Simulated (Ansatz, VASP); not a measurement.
Si: VASP beside Ansatz

```
Si
1.0
     2.52700   -0.02527   -0.02527
    -1.28538    2.20108   -0.00925
    -0.02373   -0.02373    2.37300
Si
1
Direct
  0.00000 0.00000 0.00000
```

Alike in both runs: task single point; functional PBE; k mesh 16 × 16 × 14; occupations gaussian, width 0.15 eV; no spin polarisation.

|  | VASP | Ansatz |
| --- | --- | --- |
| version | VASP 6.6.1 | Ansatz 0.2.0 |
| potentials or method | VASP PAW PBE potentials, release 64 (Si), cutoff 520 eV | plane waves, PAW |
| valence electrons in the cell | 4 | 4 |

|  | VASP | Ansatz | Ansatz less VASP |
| --- | --- | --- | --- |
| pressure (GPa) | 20.7 | 20.8 | +0.10 |
| traceless stress, the component that is largest in VASP (GPa) | 1.93 | 1.93 | -0.003 |

The functional is the same, so the differences come from potentials, cutoffs and numerics.
